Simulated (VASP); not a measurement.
Input of a VASP 6.6.1 run:

Contents of POSCAR:

```
NaH
1.0
    2.9323912055      0.0000000000      0.0000000000
    0.0000000000      2.9323912055      0.0000000000
    0.0000000000      0.0000000000      2.9323912055
Na H
1 1
Direct
    0.0000000000      0.0000000000      0.0000000000
    0.5000000000      0.5000000000      0.5000000000
```

The input INCAR.step1:

```
ALGO = Normal
EDIFF = 1E-8
ENCUT = 500
ISMEAR = 0
LASPH = True
LCHARG = False
LMIXTAU = True
LREAL = False
LWAVE = True
METAGGA = R2SCAN
NELM = 80
PREC = Accurate
SIGMA = 0.01
```

The input INCAR.step2:

```
ALGO = Exact
EDIFF = 1E-8
ENCUT = 500
ISMEAR = 0
ISTART = 1
LASPH = True
LCHARG = False
LMIXTAU = True
LOPTICS = True
LREAL = False
LWAVE = True
METAGGA = R2SCAN
NBANDS = 143
NELM = 1
PREC = Accurate
SIGMA = 0.01
```

Contents of INCAR.step3:

```
ALGO = EVGW0
EDIFF = 1E-8
ENCUT = 500
ENCUTGW = 180.0
ISMEAR = 0
ISTART = 1
LASPH = True
LCHARG = False
LMIXTAU = True
LREAL = False
LWAVE = False
METAGGA = R2SCAN
NBANDS = 143
NBANDSGW = 13
NELMGW = 1
NOMEGA = 48
PREC = Accurate
PRECFOCK = Fast
SIGMA = 0.01
```

KPOINTS

```
k-points
0
Gamma
  6 6 6
```

Potentials or basis: VASP PAW PBE potentials, release 64 (Na_sv_GW, H_GW).

The run is started by

```console
$ cat potpaw_PBE.64/Na_sv_GW/POTCAR potpaw_PBE.64/H_GW/POTCAR > POTCAR
$ cp INCAR.step1 INCAR
$ mpirun -np 1 vasp_std > vasp.out
$ cp INCAR.step2 INCAR
$ mpirun -np 1 vasp_std > vasp.out
$ cp INCAR.step3 INCAR
$ mpirun -np 1 vasp_std > vasp.out
```

(1) What does it give for the quasiparticle gap?

(2) What does it give for the least direct quasiparticle gap?

(3) Predict the least direct gap of the starting levels on the mesh.

(4) Estimate the band gap of the starting levels on the mesh.

## Answers

(1) 3.56 eV.

(2) 7.29 eV.

(3) 4.92 eV.

(4) 1.37 eV.

Caveat: bands, screening cutoff and mesh are small and nothing is extrapolated, so the quasiparticle values aren't converged.
